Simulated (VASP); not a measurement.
# Si5Sn (P6/mmm) in VASP: further runs

Si5Sn is run at these levels: PBE; tasks: single point, relaxation of cell and atoms.

All numbers are computed with VASP 6.6.1; they aren't measurements. Logs are shortened: lines on timing, memory, paths and dates and some standing lists are left out, and cuts for length are marked.

### 1 The cell of the first run

It takes space group P6/mmm (No. 191, hexagonal). Conventional cell: a = 4.475 Å, b = 4.475 Å, c = 6.345 Å, α = 90.00°, β = 90.00°, γ = 120.00°. Within 3.0 Å of Si (site symmetry mmm) lie 8 Si at 2.24 to 2.39 Å. Si (site symmetry 6mm) has 1 Si at 1.68 Å within 2.2 Å. Sn (site symmetry 6/mmm) has 2 Si at 2.33 Å within 3.1 Å.

The cell was built from a structure type or drawn by symmetry, and may not be a known phase.

### 2 Single point, PBE

File INCAR:

```
SYSTEM = Si5Sn
ALGO     = Normal         ! electronic algorithm
EDIFF    = 1E-7           ! SCF threshold, eV
ENCUT    = 520            ! plane-wave cutoff, eV
GGA      = PE             ! functional
ISIF     = 2              ! what is computed and relaxed
ISMEAR   = 0              ! smearing method
LASPH    = .TRUE.         ! aspherical terms in the spheres
LCHARG   = .FALSE.        ! write CHGCAR
LREAL    = .FALSE.        ! projectors in reciprocal space
LWAVE    = .FALSE.        ! write WAVECAR
NBANDS   = 26             ! bands
NELM     = 60             ! most SCF steps
PREC     = Accurate       ! precision mode
SIGMA    = 0.1            ! smearing width, eV
```

File KPOINTS:

```
k-points
0
G
  6 6 4
  0 0 0
```

File POSCAR:

```
Si5Sn
1.0
    4.4747263700      0.0000000000      0.0000000000
   -2.2373631900      3.8752267100      0.0000000000
    0.0000000000      0.0000000000      6.3454741100
Si Sn
5 1
Direct
    0.5000000000      0.0000000000      0.5000000000
    0.0000000000      0.5000000000      0.5000000000
    0.5000000000      0.5000000000      0.5000000000
    0.0000000000      0.0000000000      0.6320973300
    0.0000000000      0.0000000000      0.3679026700
    0.0000000000      0.0000000000      0.0000000000
```

Potentials or basis: VASP PAW PBE potentials, release 64 (Si, Sn_d).

Command:

```
$ cat potpaw_PBE.64/Si/POTCAR potpaw_PBE.64/Sn_d/POTCAR > POTCAR
$ mpirun -np 1 vasp_std > vasp.out
```

OUTCAR:

```text
SYSTEM = Si5Sn
   EDIFF = 1E-7
   ENCUT = 520
   GGA = PE
   ISIF = 2
   ISMEAR = 0
   LASPH = .TRUE.
   LREAL = .FALSE.
   NELM = 60
   PREC = Accurate

 ion  position               nearest neighbor table
   1  0.500  0.000  0.500-   2 2.24   2 2.24   3 2.24   3 2.24   4 2.39   4 2.39   5 2.39   5 2.39

   2  0.000  0.500  0.500-   1 2.24   1 2.24   3 2.24   3 2.24   4 2.39   5 2.39   4 2.39   5 2.39

   3  0.500  0.500  0.500-   2 2.24   2 2.24   1 2.24   1 2.24   4 2.39   5 2.39   4 2.39   5 2.39

   4  0.000  0.000  0.632-   5 1.68   6 2.33   3 2.39   3 2.39   1 2.39   1 2.39   2 2.39   2 2.39

   5  0.000  0.000  0.368-   4 1.68   6 2.33   3 2.39   3 2.39   1 2.39   1 2.39   2 2.39   2 2.39

   6  0.000  0.000  0.000-   4 2.33   5 2.33

  LATTYP: Found a hexagonal cell.
 ALAT       =     4.4747263700
 C/A-ratio  =     1.4180697512

  Lattice vectors:

 A1 = (   4.4747263700,   0.0000000000,   0.0000000000)
 A2 = (  -2.2373631900,   3.8752267100,   0.0000000000)
 A3 = (   0.0000000000,   0.0000000000,   6.3454741100)

Analysis of symmetry for initial positions (statically):
=====================================================================
 Subroutine PRICEL returns:
 Original cell was already a primitive cell.

 Routine SETGRP: Setting up the symmetry group for a
 hexagonal supercell.

 Subroutine GETGRP returns: Found 24 space group operations
 (whereof 24 operations were pure point group operations)
 out of a pool of 24 trial point group operations.

The static configuration has the point symmetry D_6h.

Analysis of symmetry for dynamics (positions and initial velocities):
=====================================================================
 Subroutine PRICEL returns:
 Original cell was already a primitive cell.

 Routine SETGRP: Setting up the symmetry group for a
 hexagonal supercell.

 Subroutine GETGRP returns: Found 24 space group operations
 (whereof 24 operations were pure point group operations)
 out of a pool of 24 trial point group operations.

The dynamic configuration has the point symmetry D_6h.

 Subroutine INISYM returns: Found 24 space group operations
 (whereof 24 operations are pure point group operations),
 and found     1 'primitive' translations

[... 97 lines left out ...]
   NELM   =     60;   NELMIN=  2; NELMDL= -5     # of ELM steps
   EDIFF  = 0.1E-06   stopping-criterion for ELM
   LREAL  =      F    real-space projection
   EDIFFG = 0.1E-05   stopping-criterion for IOM
   NSW    =      0    number of steps for IOM
   IBRION =     -1    ionic relax: 0-MD 1-quasi-New 2-CG
   NFREE  =      0    steps in history (QN), initial steepest desc. (CG)
   ISIF   =      2    stress and relaxation
   ISYM   =      2    0-nonsym 1-usesym 2-fastsym
   POTIM  = 0.5000    time-step for ionic-motion
   TEBEG  =    0.0;   TEEND  =   0.0 temperature during run
   PSTRESS=    0.0 pullay stress
   NELECT =      34.0000    total number of electrons
   NUPDOWN=      -1.0000    fix difference up-down
   EMIN   =  10.00;   EMAX   =-10.00  energy-range for DOS
   EFERMI =   0.00;   METHOD = LEGACY
   ISMEAR =     0;   SIGMA  =   0.10  broadening in eV -4-tet -1-fermi 0-gaus
   EFERMI_NEDOS =   21; number of points for ismear=-14 and -15
   IALGO  =     38    algorithm
   IMIX   =      4    mixing-type and parameters
     AMIX     =   0.40;   BMIX     =  1.00
     AMIX_MAG =   1.60;   BMIX_MAG =  1.00
  volume/ion in A,a.u.               =      18.34       123.76
  Fermi-wavevector in a.u.,A,eV,Ry     =   1.106773  2.091498 16.666410  1.224947
  Thomas-Fermi vector in A             =   2.243278
   LORBIT       =      0    0 simple, 1 ext, 2 COOP (PROOUT), +10 PAW based schemes
   GGA     = PE    functional components
   LHFCALC =     F    Hartree Fock is set to
   AEXX    =    0.0000 exact exchange contribution
   IVDW    =     0    specifies the selected vdW correction
   LEPSILON=     F    determine dielectric tensor
   LRPA    =     F    only Hartree local field effects (RPA)
 non-spin polarized calculation
 Gauss-broadening in eV      SIGMA  =   0.10
  energy-cutoff  :      520.00
  volume of cell :      110.03
 maximum number of plane-waves:      2988
 NGX is ok and might be reduce to    36
   NGX = 17   NGY = 17   NGZ = 23

 number of electron      34.0000006 magnetization

 Free energy of the ion-electron system (eV)
  ---------------------------------------------------
  ext. energy  EPLUGINS =         0.00000000
  ---------------------------------------------------
  free energy    TOTEN  =       -17.86528378 eV

  energy without entropy =      -17.85384784  energy(sigma->0) =      -17.85956581

 E-fermi :   7.9369     XC(G=0):  -9.8548

 val. band max:        7.8763390810   @ k =   0.5000   0.0000   0.5000
 cond. band min:       7.9392916861   @ k =   0.5000   0.0000   0.0000
 fundamental gap:      0.0629526051
 Fermi energy:         7.9369196608

 k-point     1 :       0.0000    0.0000    0.0000
  band No.  band energies     occupation
      1     -14.0363      2.00000
      2     -13.8465      2.00000
      3     -13.8465      2.00000
      4     -13.8339      2.00000
      5     -13.8339      2.00000
      6      -8.5753      2.00000
[... 598 lines left out ...]
     25      12.2734      0.00000
     26      12.3847      0.00000

------------------------ aborting loop because EDIFF is reached ----------------------------------------

  FORCE on cell =-STRESS in cart. coord.  units (eV):
  Direction    XX          YY          ZZ          XY          YZ          ZX
  --------------------------------------------------------------------------------------
  -------------------------------------------------------------------------------------
  Total       21.3234230     21.3234230     54.3019225     -0.0000000      0.0000000      0.0000000
  in kB      310.4844325    310.4844323    790.6751924     -0.0000004      0.0000000      0.0000000
  external PRESSURE =     470.5480191 kB  Pullay stress =       0.0000000 kB

 VOLUME and BASIS-vectors are now :
 -----------------------------------------------------------------------------
  energy-cutoff  :      520.00
  volume of cell :      110.03
      direct lattice vectors                 reciprocal lattice vectors
     4.474726370  0.000000000  0.000000000     0.223477352  0.129024710  0.000000000
    -2.237363190  3.875226710  0.000000000     0.000000000  0.258049419  0.000000000
     0.000000000  0.000000000  6.345474110     0.000000000  0.000000000  0.157592637

 POSITION                                       TOTAL-FORCE (eV/Angst)
 -----------------------------------------------------------------------------------
      2.23736      0.00000      3.17274        -0.000000      0.000000      0.000000
     -1.11868      1.93761      3.17274        -0.000000      0.000000      0.000000
      1.11868      1.93761      3.17274        -0.000000      0.000000      0.000000
      0.00000      0.00000      4.01096        -0.000000     -0.000000     22.679349
      0.00000      0.00000      2.33452         0.000000      0.000000    -22.679349
      0.00000      0.00000      0.00000        -0.000000      0.000000      0.000000
 -----------------------------------------------------------------------------------
    total drift:                                0.000000     -0.000000      0.000000

  FREE ENERGIE OF THE ION-ELECTRON SYSTEM (eV)
  ---------------------------------------------------
  free  energy   TOTEN  =       -17.8652837807 eV

  energy  without entropy=      -17.8538478389  energy(sigma->0) =      -17.85956581
```

Wall time 1.8 min (1 thread of Intel Xeon 8259CL, shared host); peak memory 0.25 GiB.

What came out:

| Property | Result |
| --- | --- |
| Free energy | -17.8653 eV |
| Pressure | 47.1 GPa |
| Largest force | 22.679 eV/Å |
| Band gap on the k mesh | zero (bands 17 and 18 overlap by 1.06 eV) |

Forces on the atoms (eV/Å):
```
Si    0.000   0.000   0.000
Si    0.000   0.000   0.000
Si    0.000   0.000   0.000
Si    0.000   0.000  22.679
Si    0.000   0.000 -22.679
Sn    0.000   0.000   0.000
```

Caveat: the cell stands under pressure; spin-orbit coupling is left out, which moves the levels of the heavy elements; forces of over 1 eV/Å act on the atoms, so gaps and moduli don't describe the material at rest.

### 3 Single point, PBE

This run uses another cell than the first one, of 26.54 Å³/atom.

File INCAR:

```
SYSTEM = Si5Sn
PREC     = Accurate       ! precision mode
ENCUT    = 520            ! plane-wave cutoff, eV
EDIFF    = 1E-6           ! SCF threshold, eV
ISMEAR   = 0              ! smearing method
SIGMA    = 0.1            ! smearing width, eV
LREAL    = .FALSE.        ! projectors in reciprocal space
LASPH    = .TRUE.         ! aspherical terms in the spheres
NELM     = 60             ! most SCF steps
ALGO     = Normal         ! electronic algorithm
ISIF     = 2              ! what is computed and relaxed
LWAVE    = .FALSE.        ! write WAVECAR
LCHARG   = .FALSE.        ! write CHGCAR
GGA      = PE             ! functional
NBANDS   = 26             ! bands
```

File KPOINTS:

```
Automatic mesh
0
G
  6 6 4
  0 0 0
```

File POSCAR:

```
Si5Sn
1.0
    4.7462097450      0.0000000031      0.0000000000
   -2.3731048752      4.1103382094      0.0000000000
    0.0000000000      0.0000000000      8.1622036524
Si Sn
5 1
Direct
    0.5000000000      0.0000000000      0.5000000000
    0.0000000000      0.5000000000      0.5000000000
    0.5000000000      0.5000000000      0.5000000000
    0.0000000000      0.0000000000      0.6631342686
    0.0000000000      0.0000000000      0.3368657314
    0.0000000000      0.0000000000      0.0000000000
```

Potentials or basis: VASP PAW PBE potentials, release 64 (Si, Sn_d).

Command:

```
$ cat potpaw_PBE.64/Si/POTCAR potpaw_PBE.64/Sn_d/POTCAR > POTCAR
$ mpirun -np 1 vasp_std > vasp.out
```

Run time: 2.5 min. Hardware: 1 thread of Intel Xeon 8259CL, shared host; peak memory 0.3 GiB.

Results (log left out):

```
Free energy            : -26.1284 eV
Pressure               : 0.0 GPa
Largest force          : 0.015 eV/Å
Band gap on the k mesh : zero (bands 17 and 18 overlap by 0.96 eV)
```

Forces on the atoms (eV/Å):
```
Si   0.000  0.000  0.000
Si   0.000  0.000  0.000
Si   0.000  0.000  0.000
Si   0.000  0.000 -0.015
Si   0.000  0.000  0.015
Sn   0.000  0.000  0.000
```

Stress tensor (GPa, compression positive):
```
-0.07  0.00  0.00
 0.00 -0.07  0.00
 0.00  0.00  0.18
```

Levels at points of the mesh, in eV from the Fermi level:
| k point | band 14 | band 15 | band 16 | band 17 | band 18 | band 19 | band 20 | band 21 |
| --- | --- | --- | --- | --- | --- | --- | --- | --- |
| (0.00, 0.00, 0.00) | -4.38 | -2.24 | -0.88 | -0.07 | -0.07 | 1.34 | 1.34 | 1.80 |
| (0.50, 0.00, 0.00) | -1.29 | -1.26 | -0.84 | 0.11 | 0.40 | 0.67 | 0.73 | 1.12 |
| (0.00, 0.00, 0.50) | -4.38 | -3.51 | -0.39 | -0.39 | -0.11 | 1.85 | 1.85 | 2.29 |
| (0.50, 0.00, 0.50) | -1.45 | -0.58 | -0.46 | -0.16 | 0.40 | 0.97 | 1.47 | 1.88 |

Caveat: spin-orbit coupling is left out, which moves the levels of the heavy elements.

(Continued in part 2 of 2.)
